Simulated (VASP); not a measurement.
# MgSc2C2 (I4/mmm) in VASP: further runs

MgSc2C2 is run at these levels: PBE; tasks: relaxation of cell and atoms, single point.

Everything below comes from runs of VASP 6.6.1. Logs are shortened: lines on timing, memory, paths and dates and some standing lists are left out, and cuts for length are marked.

## 1. The cell of the first run

The structure is tetragonal, space group I4/mmm (No. 139). Conventional cell: a = 3.643 Å, b = 3.643 Å, c = 12.070 Å, α = 90.00°, β = 90.00°, γ = 90.00°. Mg (site symmetry 4/mmm) has 8 C at 3.10 Å and 8 Sc at 3.52 Å and 4 Mg at 3.64 Å within 4.1 Å. Sc (site symmetry -4m2) has 4 C at 2.24 Å and 4 Sc at 2.58 Å within 3.0 Å. C (site symmetry 4mm) has 4 Sc at 2.24 Å and 4 Mg at 3.10 Å within 3.1 Å.

The cell was generated, and may not be a known phase.

## 2. Relaxation of cell and atoms, PBE

Contents of INCAR:

```
  PREC = Accurate
  ENCUT = 600
  EDIFF = 1E-6
  ISMEAR = 0
  SIGMA = 0.1
  LREAL = False
  LASPH = True
  NELM = 80
  ALGO = Normal
  ISIF = 3
  LWAVE = False
  LCHARG = False
  GGA = PE
  IBRION = 2
  NSW = 90
  EDIFFG = -0.04
```

Contents of KPOINTS:

```
regular mesh
0
Gamma
  6 6 6
```

Contents of POSCAR:

```
MgSc2C2
1.0
   -1.8217354200      1.8217354200      6.0349470800
    1.8217354200     -1.8217354200      6.0349470800
    1.8217354200      1.8217354200     -6.0349470800
Mg Sc C
1 2 2
Direct
    0.0000000000      0.0000000000      0.0000000000
    0.7500000000      0.2500000000      0.5000000000
    0.2500000000      0.7500000000      0.5000000000
    0.6421955200      0.6421955200      0.0000000000
    0.3578044800      0.3578044800      0.0000000000
```

Potentials or basis: VASP PAW PBE potentials, release 64 (Mg, Sc_sv, C).

Run with:

```sh
cat potpaw_PBE.64/Mg/POTCAR potpaw_PBE.64/Sc_sv/POTCAR potpaw_PBE.64/C/POTCAR > POTCAR
mpirun -np 1 vasp_std > vasp.out
```

OUTCAR:

```text
PREC = Accurate
   ENCUT = 600
   EDIFF = 1E-6
   ISMEAR = 0
   LREAL = False
   LASPH = True
   NELM = 80
   ISIF = 3
   GGA = PE
   IBRION = 2
   NSW = 90
   EDIFFG = -0.04

 ion  position               nearest neighbor table
   1  0.000  0.000  0.000-   2 3.52   3 3.52   2 3.52   3 3.52   2 3.52   3 3.52   2 3.52   3 3.52

   2  0.750  0.250  0.500-   5 2.24   4 2.24   5 2.24   4 2.24   3 2.58   3 2.58   3 2.58   3 2.58
                             1 3.52   1 3.52   1 3.52   1 3.52
   3  0.250  0.750  0.500-   5 2.24   4 2.24   5 2.24   4 2.24   2 2.58   2 2.58   2 2.58   2 2.58
                             1 3.52   1 3.52   1 3.52   1 3.52
   4  0.642  0.642  0.000-   3 2.24   2 2.24   2 2.24   3 2.24
   5  0.358  0.358  0.000-   2 2.24   3 2.24   3 2.24   2 2.24

  LATTYP: Found a body centered tetragonal cell.
 ALAT       =     3.6434708400
 C/A-ratio  =     3.3127461945

  Lattice vectors:

 A1 = (  -1.8217354200,   1.8217354200,   6.0349470800)
 A2 = (   1.8217354200,  -1.8217354200,   6.0349470800)
 A3 = (   1.8217354200,   1.8217354200,  -6.0349470800)

Analysis of symmetry for initial positions (statically):
=====================================================================
 Subroutine PRICEL returns:
 Original cell was already a primitive cell.

 Routine SETGRP: Setting up the symmetry group for a
 body centered tetragonal supercell.

 Subroutine GETGRP returns: Found 16 space group operations
 (whereof 16 operations were pure point group operations)
 out of a pool of 16 trial point group operations.

The static configuration has the point symmetry D_4h.

Analysis of symmetry for dynamics (positions and initial velocities):
=====================================================================
 Subroutine PRICEL returns:
 Original cell was already a primitive cell.

 Routine SETGRP: Setting up the symmetry group for a
 body centered tetragonal supercell.

 Subroutine GETGRP returns: Found 16 space group operations
 (whereof 16 operations were pure point group operations)
 out of a pool of 16 trial point group operations.

The dynamic configuration has the point symmetry D_4h.

 Subroutine INISYM returns: Found 16 space group operations
 (whereof 16 operations are pure point group operations),
 and found     1 'primitive' translations

----------------------------------------------------------------------------------------
[... 121 lines left out ...]
  Fermi-wavevector in a.u.,A,eV,Ry     =   1.205656  2.278360 19.777521  1.453607
  Thomas-Fermi vector in A             =   2.341346
   LORBIT       =      0    0 simple, 1 ext, 2 COOP (PROOUT), +10 PAW based schemes
   GGA     = PE    functional components
   LHFCALC =     F    Hartree Fock is set to
   AEXX    =    0.0000 exact exchange contribution
   IVDW    =     0    specifies the selected vdW correction
   LEPSILON=     F    determine dielectric tensor
   LRPA    =     F    only Hartree local field effects (RPA)
 conjugate gradient relaxation of ions
 non-spin polarized calculation
 Gauss-broadening in eV      SIGMA  =   0.10
  energy-cutoff  :      600.00
  volume of cell :       80.11
 maximum number of plane-waves:      2690
 NGX is ok and might be reduce to    54
   NGX = 27   NGY = 27   NGZ = 27

--------------------------------------- Ionic step        1  -------------------------------------------

 number of electron      32.0000001 magnetization

 Free energy of the ion-electron system (eV)
  ---------------------------------------------------
  ext. energy  EPLUGINS =         0.00000000
  ---------------------------------------------------
  free energy    TOTEN  =       -28.62287120 eV

  energy without entropy =      -28.60273874  energy(sigma->0) =      -28.61280497

------------------------ aborting loop because EDIFF is reached ----------------------------------------

  FORCE on cell =-STRESS in cart. coord.  units (eV):
  Direction    XX          YY          ZZ          XY          YZ          ZX
  --------------------------------------------------------------------------------------
  -------------------------------------------------------------------------------------
  Total        8.7999332      8.7999332     -8.1314211      0.0000000      0.0000000      0.0000000
  in kB      175.9891505    175.9891505   -162.6196322      0.0000000      0.0000000      0.0000000
  external PRESSURE =      63.1195563 kB  Pullay stress =       0.0000000 kB
[... 98 lines left out ...]
  FREE ENERGIE OF THE ION-ELECTRON SYSTEM (eV)
  ---------------------------------------------------
  free  energy   TOTEN  =       -30.0378480185 eV

  energy  without entropy=      -30.0352247991  energy(sigma->0) =      -30.03653641

[... ionic steps 4 to 7 ...]

--------------------------------------- Ionic step        8  -------------------------------------------

 number of electron      32.0000000 magnetization

------------------------ aborting loop because EDIFF is reached ----------------------------------------
[... 73 lines left out ...]
--------------------------------------- Ionic step       10  -------------------------------------------

 number of electron      32.0000001 magnetization

 Free energy of the ion-electron system (eV)
  ---------------------------------------------------
  ext. energy  EPLUGINS =         0.00000000
  ---------------------------------------------------
  free energy    TOTEN  =       -30.41732042 eV

  energy without entropy =      -30.40859365  energy(sigma->0) =      -30.41295704

 E-fermi :   2.8411     XC(G=0):  -9.5757

 val. band max:        2.7811374997   @ k =  -0.3333   0.5000   0.1667
 cond. band min:       2.8496085782   @ k =   0.5000   0.5000   0.3333
 fundamental gap:      0.0684710785
 Fermi energy:         2.8411458418

 k-point     1 :       0.0000    0.0000    0.0000
  band No.  band energies     occupation
      1     -45.3521      2.00000
      2     -45.2305      2.00000
      3     -24.1769      2.00000
      4     -24.1769      2.00000
      5     -24.1539      2.00000
      6     -24.0236      2.00000
[... 541 lines left out ...]
     19       5.4323      0.00000
     20       6.4978      0.00000

 [... further k-points ...]

------------------------ aborting loop because EDIFF is reached ----------------------------------------

  FORCE on cell =-STRESS in cart. coord.  units (eV):
  Direction    XX          YY          ZZ          XY          YZ          ZX
  --------------------------------------------------------------------------------------
  -------------------------------------------------------------------------------------
  Total       -0.0200167     -0.0200167      0.0289676      0.0000000     -0.0000000      0.0000000
  in kB       -0.3601542     -0.3601542      0.5212052      0.0000000     -0.0000000      0.0000000
  external PRESSURE =      -0.0663677 kB  Pullay stress =       0.0000000 kB
[... 20 lines left out ...]
  FREE ENERGIE OF THE ION-ELECTRON SYSTEM (eV)
  ---------------------------------------------------
  free  energy   TOTEN  =       -30.4173204234 eV

  energy  without entropy=      -30.4085936530  energy(sigma->0) =      -30.41295704

 reached required accuracy - stopping structural energy minimisation
```

Wall time 21 min (1 thread of Intel Xeon 8259CL, shared host); peak memory 0.44 GiB.

What came out:

* Free energy: -30.4173 eV
* Relaxed volume: 17.81 Å³/atom
* Relaxed cell: a = 5.805 Å, b = 5.805 Å, c = 5.805 Å, α = 137.25°, β = 137.25°, γ = 62.05°
* Space group after relaxing (to 0.1 Å): I4/mmm (No. 139)
* Energy gained by relaxing: 358.9 meV/atom
* Ionic steps: 10
* Pressure after relaxing: 0.0 GPa
* Largest force after relaxing: 0.013 eV/Å
* Band gap on the k mesh: zero (bands 16 and 17 overlap by 0.68 eV)

Forces in eV/Å, atoms in the order of the input:
```
Mg   0.000  0.000  0.000
Sc   0.000  0.000  0.000
Sc   0.000  0.000  0.000
C    0.000  0.000  0.013
C    0.000  0.000 -0.013
```

The path:
```tsv
step	energy change (eV)	largest force (eV/Å)	pressure (GPa)	volume (Å³)
1	0.0000	0.4745	6.31	80.11
2	-1.3222	1.2179	-2.96	86.90
3	-1.4150	1.3935	-5.06	88.65
4	-1.6630	0.3775	2.50	82.65
5	-1.6630	0.3543	2.69	82.52
6	-1.7258	0.3831	1.16	84.47
7	-1.7604	0.4397	-0.92	87.14
8	-1.7864	0.0591	0.88	87.00
9	-1.7868	0.0105	1.13	86.98
10	-1.7944	0.0129	-0.01	89.05
```

Final structure:
```xyz
5
Lattice="-2.1155 2.1155 4.9742 2.1155 -2.1155 4.9742 2.1155 2.1155 -4.9742" Properties=species:S:1:pos:R:3 pbc="T T T"
Mg    0.0000    0.0000    0.0000
Sc    0.0000    2.1155    2.4871
Sc    2.1155    0.0000    2.4871
C     0.0000    0.0000    6.6777
C     2.1155    2.1155   -1.7035
```

## 3. Single point, PBE

This run uses another cell than the first one, of 20.77 Å³/atom.

Contents of INCAR:

```
SYSTEM = MgSc2C2
PREC = Accurate
ENCUT = 520
EDIFF = 1E-6
ISMEAR = 0
SIGMA = 0.02
LREAL = .FALSE.
LASPH = .TRUE.
NELM = 60
ALGO = Normal
ISIF = 2
LWAVE = .FALSE.
LCHARG = .TRUE.
GGA = PE
LELF = .TRUE.
LVHAR = .TRUE.
NBANDS = 24
```

Contents of KPOINTS:

```
regular mesh
0
G
  10 10 10
  0 0 0
```

Contents of POSCAR:

```
MgSc2C2
1.0
   -2.1561688081      2.1561688081      5.5839872884
    2.1561688081     -2.1561688081      5.5839872884
    2.1561688081      2.1561688081     -5.5839872884
Mg Sc C
1 2 2
Direct
    0.0000000000      0.0000000000      0.0000000000
    0.7500000000      0.2500000000      0.5000000000
    0.2500000000      0.7500000000      0.5000000000
    0.8144609843      0.8144609843      0.0000000000
    0.1855390157      0.1855390157      0.0000000000
```

Potentials or basis: VASP PAW PBE potentials, release 64 (Mg, Sc_sv, C).

Run with:

```sh
cat potpaw_PBE.64/Mg/POTCAR potpaw_PBE.64/Sc_sv/POTCAR potpaw_PBE.64/C/POTCAR > POTCAR
mpirun -np 1 vasp_std > vasp.out
```

OUTCAR:

```text
SYSTEM = MgSc2C2
   PREC = Accurate
   ENCUT = 520
   EDIFF = 1E-6
   ISMEAR = 0
   LREAL = .FALSE.
   LASPH = .TRUE.
   NELM = 60
   ISIF = 2
   GGA = PE

 ion  position               nearest neighbor table
   1  0.000  0.000  0.000-   4 2.07   5 2.07   2 3.53   3 3.53   2 3.53   3 3.53   2 3.53   3 3.53
                             2 3.53   3 3.53
   2  0.750  0.250  0.500-   4 2.27   5 2.27   4 2.27   5 2.27   3 3.05   3 3.05   3 3.05   3 3.05
                             1 3.53   1 3.53   1 3.53   1 3.53
   3  0.250  0.750  0.500-   4 2.27   5 2.27   4 2.27   5 2.27   2 3.05   2 3.05   2 3.05   2 3.05
                             1 3.53   1 3.53   1 3.53   1 3.53
   4  0.814  0.814  0.000-   1 2.07   2 2.27   3 2.27   2 2.27   3 2.27
   5  0.186  0.186  0.000-   1 2.07   3 2.27   2 2.27   2 2.27   3 2.27

  LATTYP: Found a body centered tetragonal cell.
 ALAT       =     4.3123376162
 C/A-ratio  =     2.5897727800

  Lattice vectors:

 A1 = (  -2.1561688081,   2.1561688081,   5.5839872884)
 A2 = (   2.1561688081,  -2.1561688081,   5.5839872884)
 A3 = (   2.1561688081,   2.1561688081,  -5.5839872884)

Analysis of symmetry for initial positions (statically):
=====================================================================
 Subroutine PRICEL returns:
[... 182 lines left out ...]
 Fermi energy:         1.4943695060

 k-point     1 :       0.0000    0.0000    0.0000
  band No.  band energies     occupation
      1     -46.5832      2.00000
      2     -46.4885      2.00000
      3     -25.3969      2.00000
      4     -25.3143      2.00000
      5     -25.3143      2.00000
      6     -25.2959      2.00000
[... 637 lines left out ...]
     23       5.7243      0.00000
     24       6.6170      0.00000

 [... further k-points ...]

------------------------ aborting loop because EDIFF is reached ----------------------------------------

  FORCE on cell =-STRESS in cart. coord.  units (eV):
  Direction    XX          YY          ZZ          XY          YZ          ZX
  --------------------------------------------------------------------------------------
  -------------------------------------------------------------------------------------
  Total        0.2077686      0.2077686      0.0747449      0.0000000     -0.0000000      0.0000000
  in kB        3.2056831      3.2056831      1.1532473      0.0000000     -0.0000000      0.0000000
  external PRESSURE =       2.5215378 kB  Pullay stress =       0.0000000 kB

 VOLUME and BASIS-vectors are now :
 -----------------------------------------------------------------------------
  energy-cutoff  :      520.00
  volume of cell :      103.84
      direct lattice vectors                 reciprocal lattice vectors
    -2.156168808  2.156168808  5.583987288     0.000000000  0.231892790  0.089541751
     2.156168808 -2.156168808  5.583987288     0.231892790  0.000000000  0.089541751
     2.156168808  2.156168808 -5.583987288     0.231892790  0.231892790  0.000000000

 POSITION                                       TOTAL-FORCE (eV/Angst)
 -----------------------------------------------------------------------------------
      0.00000      0.00000      0.00000        -0.000000     -0.000000     -0.000000
      0.00000      2.15617      2.79199        -0.000000     -0.000000     -0.000000
      2.15617      0.00000      2.79199        -0.000000     -0.000000     -0.000000
      0.00000      0.00000      9.09588         0.000000      0.000000      0.026689
      0.00000      0.00000      2.07210         0.000000      0.000000     -0.026689
 -----------------------------------------------------------------------------------
    total drift:                                0.000000     -0.000000      0.000000

  FREE ENERGIE OF THE ION-ELECTRON SYSTEM (eV)
  ---------------------------------------------------
  free  energy   TOTEN  =       -32.6378885213 eV

  energy  without entropy=      -32.6378885213  energy(sigma->0) =      -32.63788852
```

Run time: 9.1 min. Hardware: 1 thread of Intel Xeon 8259CL, shared host; peak memory 0.47 GiB.

What came out:

```yaml
Free_energy: -32.6379 eV
Pressure: 0.3 GPa
Largest_force: 0.027 eV/Å
Band_gap_on_the_k_mesh: 1.15 eV (least direct gap 1.33 eV)
```

Forces in eV/Å, atoms in the order of the input:
```
Mg   0.000  0.000  0.000
Sc   0.000  0.000  0.000
Sc   0.000  0.000  0.000
C    0.000  0.000  0.027
C    0.000  0.000 -0.027
```

Stress tensor (GPa, compression positive):
```
0.32 0.00 0.00
0.00 0.32 0.00
0.00 0.00 0.12
```

Levels at points of the mesh, in eV from the valence-band top:
```tsv
k point	band 12	band 13	band 14	band 15	band 16	band 17	band 18	band 19	band 20	band 21
(0.00, 0.00, 0.00)	-1.44	-0.42	-0.42	-0.03	-0.03	1.37	1.47	3.91	4.73	4.73
(0.50, 0.00, 0.00)	-1.80	-0.89	-0.45	-0.45	-0.35	1.50	2.33	3.01	3.07	4.08
(0.50, 0.50, 0.00)	-2.13	-0.99	-0.64	-0.33	-0.33	1.67	2.23	2.46	2.96	3.36
(0.50, 0.50, 0.50)	-0.91	-0.25	-0.25	-0.18	-0.18	1.48	2.73	3.27	3.35	4.62
```

A k mesh can miss the band edges.

(Part 1 of 2 ends here.)

The gap in the log of VASP goes by the Fermi energy; the results here count the filled bands.